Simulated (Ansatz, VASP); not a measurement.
**Zr: VASP beside Ansatz**

File INCAR:

```
PREC = Accurate ; ENCUT = 500
EDIFF = 1E-6 ; ISMEAR = -1
SIGMA = 0.05 ; LREAL = False
LASPH = True ; NELM = 200
ALGO = Normal ; ISIF = 2
LWAVE = False ; LCHARG = True
LNONCOLLINEAR = True ; MAGMOM = 0 0 0 0 0 0
LORBIT = 11 ; LSORBIT = True
GGA_COMPAT = False ; LORBMOM = True
LMAXMIX = 4 ; GGA = PS
LVHAR = True ; NBANDS = 36
```

File KPOINTS:

```
regular mesh
0
Gamma
  9 9 5
```

The input POSCAR:

```
Zr
1.0
    3.2103080712      0.0000000000      0.0000000000
   -1.6051540356      2.7802083436      0.0000000000
    0.0000000000      0.0000000000      5.1124553350
Zr
2
Direct
    0.6666666667      0.3333333333      0.7500000000
    0.3333333333      0.6666666667      0.2500000000
```

File input.yaml:

```yaml
crystal:
  lattice:
    - [3.2103080712, 0.0, 0.0]
    - [-1.6051540356, 2.7802083436, 0.0]
    - [0.0, 0.0, 5.112455335]
  atoms:
    - { symbol: Zr, position: [0.6666666667, 0.3333333333, 0.75] }
    - { symbol: Zr, position: [0.3333333333, 0.6666666667, 0.25] }
hamiltonian:
  xc: pbesol
  pseudopotentials: { kind: paw_fr }
magnetization:
  noncollinear: true
  spin_orbit: true
kpoints:
  mp_grid: { grid: [9, 9, 5] }
scf:
  occupations: { method: fermi_dirac, width: 0.05 }
output:
  forces: true
  stress: true
  eigenvalues: true
  write_density: true
  write_potential: true
  elf: true
  volumetric_format: npy
```

Alike in both runs: task single point; functional PBEsol; k mesh 9 × 9 × 5; occupations fermi-dirac, width 0.05 eV; non-collinear spin, spin-orbit coupling.

|  | VASP | Ansatz |
| --- | --- | --- |
| version | VASP 6.6.1 | Ansatz 0.2.0 |
| potentials or method | VASP PAW PBE potentials, release 64 (Zr_sv) | Ansatz PAW |
| plane-wave cutoff (eV) | 500 | 420 |
| valence electrons in the cell | 24 | 24 |

|  | VASP | Ansatz | Ansatz less VASP |
| --- | --- | --- | --- |
| pressure (GPa) | -1.4 | -1.4 | -0.05 |
| traceless stress, the component that is largest in VASP (GPa) | 0.69 | 0.68 | -0.007 |
| net moment per atom (μB) | 0.00 | 0.00 | 0.000 |

VASP's potentials were made for PBE, not for PBEsol. The functional is the same, so the differences come from potentials, cutoffs and numerics.
